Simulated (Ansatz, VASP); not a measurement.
# Two plane-wave programs on SiC

File INCAR:

```
SYSTEM = SiC
PREC = Accurate ; ENCUT = 520
EDIFF = 1E-6 ; ISMEAR = 0
SIGMA = 0.05 ; LREAL = .FALSE.
LASPH = .TRUE. ; NELM = 80
ALGO = Normal ; ISIF = 2
LWAVE = .FALSE. ; LCHARG = .FALSE.
GGA = PE ; NBANDS = 16
```

File KPOINTS:

```
Automatic mesh
0
G
  12 12 6
  0 0 0
```

Contents of POSCAR:

```
SiC
1.0
    3.0389289587      0.0000000000      0.0000000000
   -1.5194644794      2.6317896786      0.0000000000
    0.0000000000      0.0000000000      5.2527887052
Si C
2 2
Direct
    0.3333333333      0.6666666667      0.0045639005
    0.6666666667      0.3333333333      0.5045639005
    0.3333333333      0.6666666667      0.3506168194
    0.6666666667      0.3333333333      0.8506168194
```

Input for Ansatz:

```yaml
crystal:
  lattice:
    - [3.0389289587, 0.0, 0.0]
    - [-1.5194644794, 2.6317896786, 0.0]
    - [0.0, 0.0, 5.2527887052]
  atoms:
    - { symbol: Si, position: [0.3333333333, 0.6666666667, 0.0045639005] }
    - { symbol: Si, position: [0.6666666667, 0.3333333333, 0.5045639005] }
    - { symbol: C, position: [0.3333333333, 0.6666666667, 0.3506168194] }
    - { symbol: C, position: [0.6666666667, 0.3333333333, 0.8506168194] }
basis:
  ecutwfc: 520.0
kpoints:
  mp_grid: { grid: [12, 12, 6] }
hamiltonian:
  xc: pbe
  pseudopotentials: { kind: paw, azcp: { folder: soft_1 } }
scf:
  occupations: { method: gaussian, width: 0.05 }
output:
  forces: true
  stress: true
  eigenvalues: true
```

Alike in both runs: task single point; functional PBE; k mesh 12 × 12 × 6; occupations gaussian, width 0.05 eV; no spin polarisation.

|  | VASP | Ansatz |
| --- | --- | --- |
| version | VASP 6.6.1 | Ansatz 0.2.0 |
| potentials or method | VASP PAW PBE potentials, release 64 (Si, C), cutoff 520 eV | scalar-relativistic, plane waves, PAW |
| valence electrons in the cell | 16 | 16 |

VASP gave:

* gap on the k mesh at the Fermi level (eV): 0.91
* least direct gap on the mesh (eV): 3.82
* pressure (GPa): 0.0
* traceless stress, the component that is largest in VASP (GPa): -8.97
* rms of the force components (eV/Å): 1.565

Question: Which values does Ansatz return?

Answer: gap on the k mesh at the Fermi level (eV): 0.91; least direct gap on the mesh (eV): 3.83; pressure (GPa): 0.0; traceless stress, the component that is largest in VASP (GPa): -8.88; rms of the force components (eV/Å): 1.566.

Atom by atom the forces differ by 0.001 eV/Å (rms over components). With one functional, cell and mesh, what is left measures potentials, basis and numerics.
